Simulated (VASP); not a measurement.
A run of VASP 6.6.1:

Contents of INCAR:

```
  ALGO = Normal
  EDIFF = 1E-7
  EDIFFG = -0.01
  ENCUT = 600
  GGA = PE
  GGA_COMPAT = False
  IBRION = 2
  ISIF = 3
  ISMEAR = 0
  ISPIN = 2
  KPAR = 4
  LASPH = True
  LCHARG = False
  LMAXMIX = 4
  LORBIT = 11
  LREAL = False
  LWAVE = False
  MAGMOM = 3.25 0.43
  NELM = 200
  NELMIN = 4
  NSW = 100
  PREC = Accurate
  SIGMA = 0.1
```

Contents of KPOINTS:

```
k-points
0
Gamma
  20 20 14
```

POSCAR

```
FePt
1.0
    2.7263731333      0.0000000000      0.0000000000
    0.0000000000      2.7263731333      0.0000000000
    0.0000000000      0.0000000000      3.7633107157
Fe Pt
1 1
Direct
    0.5000000000      0.5000000000      0.5000000000
    0.0000000000      0.0000000000      0.0000000000
```

Potentials or basis: VASP PAW PBE potentials, release 64 (Fe, Pt).

Run with:

```sh
$ cat potpaw_PBE.64/Fe/POTCAR potpaw_PBE.64/Pt/POTCAR > POTCAR
$ mpirun -np 4 vasp_std > vasp.out
```

Hardware: 4 MPI ranks on Intel(R) Xeon(R) Platinum 8259CL CPU @ 2.50GHz (Skylake/Cascade Lake) (shared host).

**Question.** Estimate the wall time of this run.

**Answer.** It took 4 min on 4 MPI ranks on Intel(R) Xeon(R) Platinum 8259CL CPU @ 2.50GHz (Skylake/Cascade Lake) (shared host), peak memory 0.54 GiB a rank. Counts: scf iterations 30, k points 528, ion steps 3.
